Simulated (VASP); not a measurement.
# CdSe (P6_3mc) in VASP: notebook

Runs on CdSe. Level: r2SCAN. Tasks: single point.

Everything below comes from runs of VASP 6.6.1. Logs are shortened: lines on timing, memory, paths and dates and some standing lists are left out, and cuts for length are marked.

**1. The cell of the first run**

The structure is hexagonal, space group P6_3mc (No. 186). The conventional cell has a = 4.251 Å, b = 4.251 Å, c = 6.933 Å, α = 90.00°, β = 90.00°, γ = 120.00°. Cd (site symmetry 3m) has 4 Se at 2.60 to 2.61 Å within 3.4 Å. Within 3.4 Å of Se (site symmetry 3m) lie 4 Cd at 2.60 to 2.61 Å.

**2. Single point, r2SCAN (27.13 Å³/atom)**

POSCAR

```
CdSe
1.0
    4.2514840698      0.0000000000      0.0000000000
   -2.1257420349      3.6818932083      0.0000000000
    0.0000000000      0.0000000000      6.9330739804
Cd Se
2 2
Direct
    0.3333333333      0.6666666667      0.0045326091
    0.6666666667      0.3333333333      0.5045326091
    0.3333333333      0.6666666667      0.3804673909
    0.6666666667      0.3333333333      0.8804673909
```

INCAR.step1

```
SYSTEM = CdSe
PREC = Accurate
ENCUT = 520
ISMEAR = 0
SIGMA = 0.02
LREAL = .FALSE.
LASPH = .TRUE.
NELM = 80
NBANDS = 26
GGA = PE
ALGO = Normal
EDIFF = 1E-4
LWAVE = .TRUE.
LCHARG = .FALSE.
```

INCAR.step2

```
SYSTEM = CdSe
PREC = Accurate
ENCUT = 520
EDIFF = 1E-6
ISMEAR = 0
SIGMA = 0.02
LREAL = .FALSE.
LASPH = .TRUE.
NELM = 80
ALGO = Normal
ISIF = 2
LWAVE = .FALSE.
LCHARG = .FALSE.
METAGGA = R2SCAN
LMIXTAU = .TRUE.
NBANDS = 26
ISTART = 1
```

KPOINTS

```
regular mesh
0
G
  9 9 4
  0 0 0
```

Potentials or basis: VASP PAW PBE potentials, release 64 (Cd, Se).

Run with:

```
$ cat potpaw_PBE.64/Cd/POTCAR potpaw_PBE.64/Se/POTCAR > POTCAR
$ cp INCAR.step1 INCAR
$ mpirun -np 1 vasp_std > vasp.out
$ cp INCAR.step2 INCAR
$ mpirun -np 1 vasp_std > vasp.out
```

OUTCAR:

```text
SYSTEM = CdSe
   PREC = Accurate
   ENCUT = 520
   EDIFF = 1E-6
   ISMEAR = 0
   LREAL = .FALSE.
   LASPH = .TRUE.
   NELM = 80
   ISIF = 2
   METAGGA = R2SCAN
   ISTART = 1

 ion  position               nearest neighbor table
   1  0.333  0.667  0.005-   4 2.60   4 2.60   4 2.60   3 2.61
   2  0.667  0.333  0.505-   3 2.60   3 2.60   3 2.60   4 2.61
   3  0.333  0.667  0.380-   2 2.60   2 2.60   2 2.60   1 2.61
   4  0.667  0.333  0.880-   1 2.60   1 2.60   1 2.60   2 2.61

  LATTYP: Found a hexagonal cell.
 ALAT       =     4.2514840698
 C/A-ratio  =     1.6307420813

  Lattice vectors:

 A1 = (   4.2514840698,   0.0000000000,   0.0000000000)
 A2 = (  -2.1257420349,   3.6818932083,   0.0000000000)
 A3 = (   0.0000000000,   0.0000000000,   6.9330739804)

Analysis of symmetry for initial positions (statically):
=====================================================================
 Subroutine PRICEL returns:
 Original cell was already a primitive cell.

 Routine SETGRP: Setting up the symmetry group for a
 hexagonal supercell.

 Subroutine GETGRP returns: Found 12 space group operations
 (whereof  6 operations were pure point group operations)
 out of a pool of 24 trial point group operations.

The static configuration has the point symmetry C_3v.
 The point group associated with its full space group is C_6v.

Analysis of symmetry for dynamics (positions and initial velocities):
=====================================================================
 Subroutine PRICEL returns:
 Original cell was already a primitive cell.

 Routine SETGRP: Setting up the symmetry group for a
 hexagonal supercell.

 Subroutine GETGRP returns: Found 12 space group operations
 (whereof  6 operations were pure point group operations)
 out of a pool of 24 trial point group operations.

The dynamic configuration has the point symmetry C_3v.
 The point group associated with its full space group is C_6v.

 Subroutine INISYM returns: Found 12 space group operations
 (whereof  6 operations are pure point group operations),
 and found     1 'primitive' translations

----------------------------------------------------------------------------------------

                                     Primitive cell

  volume of cell :     108.5269

  direct lattice vectors                    reciprocal lattice vectors
     4.251484070  0.000000000  0.000000000     0.235211983  0.135799702  0.000000000
    -2.125742035  3.681893208  0.000000000     0.000000000  0.271599404  0.000000000
     0.000000000  0.000000000  6.933073980     0.000000000  0.000000000  0.144236165

  length of vectors
     4.251484070  4.251484070  6.933073980     0.271599404  0.271599404  0.144236165

  position of ions in fractional coordinates (direct lattice)
     0.333333333  0.666666667  0.004532609
     0.666666667  0.333333333  0.504532609
     0.333333333  0.666666667  0.380467391
     0.666666667  0.333333333  0.880467391

  ion indices of the primitive-cell ions
   primitive index   ion index
                 1           1
                 2           2
                 3           3
                 4           4

----------------------------------------------------------------------------------------

 KPOINTS: regular mesh

Automatic generation of k-mesh.
 Grid dimensions read from file:
 generate k-points for:    9    9    4

 Generating k-lattice:

  Cartesian coordinates                     Fractional coordinates (reciprocal lattice)
     0.026134665  0.015088856  0.000000000     0.111111111  0.000000000  0.000000000
     0.000000000  0.030177712  0.000000000     0.000000000  0.111111111  0.000000000
     0.000000000  0.000000000  0.036059041     0.000000000  0.000000000  0.250000000

  Length of vectors
     0.030177712  0.030177712  0.036059041

  Shift w.r.t. Gamma in fractional coordinates (k-lattice)
     0.000000000  0.000000000  0.000000000

 Subroutine IBZKPT returns following result:
 ===========================================

 Found     36 irreducible k-points:

 Following reciprocal coordinates:
            Coordinates               Weight
  0.000000  0.000000  0.000000      1.000000
  0.111111  0.000000  0.000000      6.000000
  0.222222  0.000000  0.000000      6.000000
  0.333333 -0.000000  0.000000      6.000000
  0.444444  0.000000  0.000000      6.000000
  0.111111  0.111111  0.000000      6.000000
[... 16 lines left out ...]
  0.333333  0.222222  0.250000     24.000000
  0.333333  0.333333  0.250000      4.000000
 [... further k-points ...]
   k-points           NKPTS =     36   k-points in BZ     NKDIM =     36   number of bands    NBANDS=     26
   number of dos      NEDOS =    301   number of ions     NIONS =      4
   total plane-waves  NPLWV =  55296
   dimension x,y,z NGX =    32 NGY =   32 NGZ =   54
   dimension x,y,z NGXF=    64 NGYF=   64 NGZF=  108
   ions per type =               2   2
   NGX,Y,Z   is equivalent  to a cutoff of  12.51, 12.51, 12.95 a.u.
   NGXF,Y,Z  is equivalent  to a cutoff of  25.03, 25.03, 25.90 a.u.
 SYSTEM =  CdSe
   PREC   = accura    normal or accurate (medium, high low for compatibility)
   ISTART =      1    job   : 0-new  1-cont  2-samecut
   ICHARG =      0    charge: 1-file 2-atom 10-const
   ISPIN  =      1    spin polarized calculation?
   LNONCOLLINEAR =      F non collinear calculations
   LSORBIT =      F    spin-orbit coupling
   LASPH  =      T    aspherical Exc in radial PAW
   ENCUT  =  520.0 eV  38.22 Ry    6.18 a.u.   7.90  7.90 12.89*2*pi/ulx,y,z
   NELM   =     80;   NELMIN=  2; NELMDL=  0     # of ELM steps
   EDIFF  = 0.1E-05   stopping-criterion for ELM
   LREAL  =      F    real-space projection
   EDIFFG = 0.1E-04   stopping-criterion for IOM
   NSW    =      0    number of steps for IOM
   IBRION =     -1    ionic relax: 0-MD 1-quasi-New 2-CG
   NFREE  =      0    steps in history (QN), initial steepest desc. (CG)
   ISIF   =      2    stress and relaxation
   ISYM   =      2    0-nonsym 1-usesym 2-fastsym
   POTIM  = 0.5000    time-step for ionic-motion
   TEBEG  =    0.0;   TEEND  =   0.0 temperature during run
   PSTRESS=    0.0 pullay stress
   NELECT =      36.0000    total number of electrons
   NUPDOWN=      -1.0000    fix difference up-down
   EMIN   =  10.00;   EMAX   =-10.00  energy-range for DOS
   EFERMI =   0.00;   METHOD = LEGACY
   ISMEAR =     0;   SIGMA  =   0.02  broadening in eV -4-tet -1-fermi 0-gaus
   EFERMI_NEDOS =   21; number of points for ismear=-14 and -15
   IALGO  =     38    algorithm
   IMIX   =      4    mixing-type and parameters
     AMIX     =   0.40;   BMIX     =  1.00
     AMIX_MAG =   1.60;   BMIX_MAG =  1.00
  volume/ion in A,a.u.               =      27.13       183.09
  Fermi-wavevector in a.u.,A,eV,Ry     =   1.133261  2.141552 17.473686  1.284280
  Thomas-Fermi vector in A             =   2.269963
   LORBIT       =      0    0 simple, 1 ext, 2 COOP (PROOUT), +10 PAW based schemes
   METAGGA = R2SCAN    functional components
   LHFCALC =     F    Hartree Fock is set to
   AEXX    =    0.0000 exact exchange contribution
   IVDW    =     0    specifies the selected vdW correction
   LEPSILON=     F    determine dielectric tensor
   LRPA    =     F    only Hartree local field effects (RPA)
 non-spin polarized calculation
 Gauss-broadening in eV      SIGMA  =   0.02
  energy-cutoff  :      520.00
  volume of cell :      108.53
 maximum number of plane-waves:      2952
 NGX is ok and might be reduce to    32
   NGX = 15   NGY = 15   NGZ = 25

 number of electron      36.0000010 magnetization

 Free energy of the ion-electron system (eV)
  ---------------------------------------------------
  ext. energy  EPLUGINS =         0.00000000
  ---------------------------------------------------
  free energy    TOTEN  =       -71.74529053 eV

  energy without entropy =      -71.74529053  energy(sigma->0) =      -71.74529053

 E-fermi :   1.0849     XC(G=0):  -9.5958

 val. band max:        0.9421589967   @ k =   0.0000   0.0000   0.0000
 cond. band min:       2.1854854928   @ k =   0.0000   0.0000   0.0000
 fundamental gap:      1.2433264961
 Fermi energy:         1.0848864216

 k-point     1 :       0.0000    0.0000    0.0000
  band No.  band energies     occupation
      1     -12.3034      2.00000
      2     -11.8844      2.00000
      3      -7.3427      2.00000
      4      -7.3361      2.00000
      5      -7.3361      2.00000
      6      -7.2546      2.00000
[... 18 lines left out ...]
     25       8.5593      0.00000
     26       9.2413      0.00000

 k-point     2 :       0.1111    0.0000    0.0000
  band No.  band energies     occupation
      1     -12.2610      2.00000
      2     -11.8650      2.00000
      3      -7.3298      2.00000
      4      -7.3200      2.00000
      5      -7.3031      2.00000
      6      -7.2350      2.00000
[... 18 lines left out ...]
     25       8.8767      0.00000
     26       8.9546      0.00000

 k-point     3 :       0.2222    0.0000    0.0000
  band No.  band energies     occupation
      1     -12.1495      2.00000
      2     -11.8187      2.00000
      3      -7.2946      2.00000
      4      -7.2828      2.00000
      5      -7.2125      2.00000
      6      -7.1761      2.00000
[... 18 lines left out ...]
     25       8.8066      0.00000
     26       9.5332      0.00000

 k-point     4 :       0.3333   -0.0000    0.0000
  band No.  band energies     occupation
      1     -12.0120      2.00000
      2     -11.7748      2.00000
      3      -7.2624      2.00000
      4      -7.2486      2.00000
      5      -7.1274      2.00000
      6      -7.1126      2.00000
[... 18 lines left out ...]
     25       9.3118      0.00000
     26       9.9790      0.00000
[... 496 lines left out ...]
      1     -11.9153      2.00000
      2     -11.7852      2.00000
      3      -7.2341      2.00000
      4      -7.2139      2.00000
      5      -7.1334      2.00000
      6      -7.1130      2.00000
[... 18 lines left out ...]
     25       9.0052      0.00000
     26      10.0806      0.00000

 k-point    23 :       0.3333    0.2222    0.2500
  band No.  band energies     occupation
      1     -11.8372      2.00000
      2     -11.7721      2.00000
      3      -7.2295      2.00000
      4      -7.1842      2.00000
      5      -7.1224      2.00000
      6      -7.0855      2.00000
[... 18 lines left out ...]
     25       9.6851      0.00000
     26      10.2666      0.00000

 k-point    24 :       0.3333    0.3333    0.2500
  band No.  band energies     occupation
      1     -11.7892      2.00000
      2     -11.7892      2.00000
      3      -7.2320      2.00000
      4      -7.1427      2.00000
      5      -7.1427      2.00000
      6      -7.0780      2.00000
[... 18 lines left out ...]
     25      10.4253      0.00000
     26      10.4255      0.00000

 [... further k-points ...]
[... 5 lines left out ...]
  --------------------------------------------------------------------------------------
  -------------------------------------------------------------------------------------
  Total        2.6955700      2.6955700      2.7133729      0.0000000      0.0000000      0.0000000
  in kB       39.7945515     39.7945515     40.0573758      0.0000000      0.0000000      0.0000000
  external PRESSURE =      39.8821596 kB  Pullay stress =       0.0000000 kB

 VOLUME and BASIS-vectors are now :
 -----------------------------------------------------------------------------
  energy-cutoff  :      520.00
  volume of cell :      108.53
      direct lattice vectors                 reciprocal lattice vectors
     4.251484070  0.000000000  0.000000000     0.235211983  0.135799702  0.000000000
    -2.125742035  3.681893208  0.000000000     0.000000000  0.271599404  0.000000000
     0.000000000  0.000000000  6.933073980     0.000000000  0.000000000  0.144236165

 POSITION                                       TOTAL-FORCE (eV/Angst)
 -----------------------------------------------------------------------------------
     -0.00000      2.45460      0.03142         0.000000      0.000000      0.008532
      2.12574      1.22730      3.49796        -0.000000      0.000000      0.008532
     -0.00000      2.45460      2.63781         0.000000      0.000000     -0.008532
      2.12574      1.22730      6.10435         0.000000      0.000000     -0.008532
 -----------------------------------------------------------------------------------
    total drift:                               -0.000000      0.000000      0.002367

  FREE ENERGIE OF THE ION-ELECTRON SYSTEM (eV)
  ---------------------------------------------------
  free  energy   TOTEN  =       -71.7452905302 eV

  energy  without entropy=      -71.7452905302  energy(sigma->0) =      -71.74529053
```

Wall time 3.5 min (1 thread of Intel Xeon Platinum 8488C (Sapphire Rapids), shared host); peak memory 0.29 GiB.

Results:

| Item | Value |
| --- | --- |
| Free energy | -71.7453 eV |
| Pressure | 4.0 GPa |
| Largest force | 0.009 eV/Å |
| Band gap on the k mesh | 1.24 eV |

Forces in eV/Å, atoms in the order of the input:
```
Cd   0.000  0.000  0.009
Cd   0.000  0.000  0.009
Se   0.000  0.000 -0.009
Se   0.000  0.000 -0.009
```

Levels at points of the mesh, in eV from the valence-band top:
| k point | band 16 | band 17 | band 18 | band 19 | band 20 | band 21 |
| --- | --- | --- | --- | --- | --- | --- |
| (0.00, 0.00, 0.00) | -0.05 | 0.00 | 0.00 | 1.24 | 2.71 | 6.38 |
| (0.00, 0.00, 0.50) | -0.43 | -0.43 | -0.43 | 2.91 | 2.91 | 6.37 |

Caveat: the cell stands under pressure; the PAW data sets were made with another functional, which shifts forces and pressure a little.

[end of part 1 of 3]
